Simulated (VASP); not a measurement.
Here is a VASP 6.6.1 calculation.

INCAR

```
PREC = Accurate
ENCUT = 520
EDIFF = 1E-7
ISMEAR = 1
SIGMA = 0.1
LREAL = False
LASPH = True
NELM = 80
ALGO = Fast
ISIF = 2
LWAVE = False
LCHARG = True
GGA = PS
LELF = True
LVHAR = True
NBANDS = 11
```

The input KPOINTS:

```
regular mesh
0
Gamma
  20 20 20
```

POSCAR

```
Pd
1.0
    0.0000000000      1.9369650203      1.9369650203
    1.9369650203      0.0000000000      1.9369650203
    1.9369650203      1.9369650203      0.0000000000
Pd
1
Direct
    0.0000000000      0.0000000000      0.0000000000
```

Potentials or basis: VASP PAW PBE potentials, release 64 (Pd).

Launch:

```sh
$ cat potpaw_PBE.64/Pd/POTCAR > POTCAR
$ mpirun -np 1 vasp_std > vasp.out
```

**Question.** Estimate the pressure.

**Answer.** -0.4 GPa.

**Question.** Predict the band gap on the k mesh.

**Answer.** Zero (bands 5 and 6 overlap by 1.63 eV).

Caveat: the PAW data sets were made with another functional, which shifts forces and pressure a little.
